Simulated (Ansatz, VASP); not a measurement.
One calculation of CoO, two programs

```
CELL_PARAMETERS angstrom
-1.47349 1.47349 2.08330
1.47349 -1.47349 2.08330
1.47349 1.47349 -2.08330
ATOMIC_POSITIONS crystal
Co 0.00000 0.00000 0.00000
O 0.50000 0.50000 0.00000
```

Alike in both runs: functional PBEsol; k mesh 20 × 20 × 20; occupations gaussian, width 0.1 eV; collinear spin.

Ansatz relaxed the structure, and its values are those at the end. VASP's run is a single point on that final structure, the one shown.

|  | VASP | Ansatz |
| --- | --- | --- |
| version | VASP 6.6.1 | Ansatz 0.2.0 |
| potentials or method | VASP PAW PBE potentials, release 64 (Co, O), cutoff 520 eV | scalar-relativistic, plane waves, PAW |
| valence electrons in the cell | 15 | 23 |

Ansatz gave:

```
gap on the k mesh at the Fermi level (eV)                     : none
pressure (GPa)                                                : 0.0
net moment per atom (μB)                                      : 1.38
size of the moment on the site where the two differ most (μB) : 2.34
```

Question: Estimate VASP's values.

Answer: gap on the k mesh at the Fermi level (eV): none; pressure (GPa): -0.8; net moment per atom (μB): 1.35; size of the moment on the site where the two differ most (μB): 2.40.

VASP's potentials were made for PBE, not for PBEsol. Site moments also hang on the region over which each program counts them. A gap of «none» marks a metal or a gap that the smearing closes. VASP's potentials hold 15 valence electrons a cell and Ansatz's 23, so a difference there can come from the potentials and not from the codes.
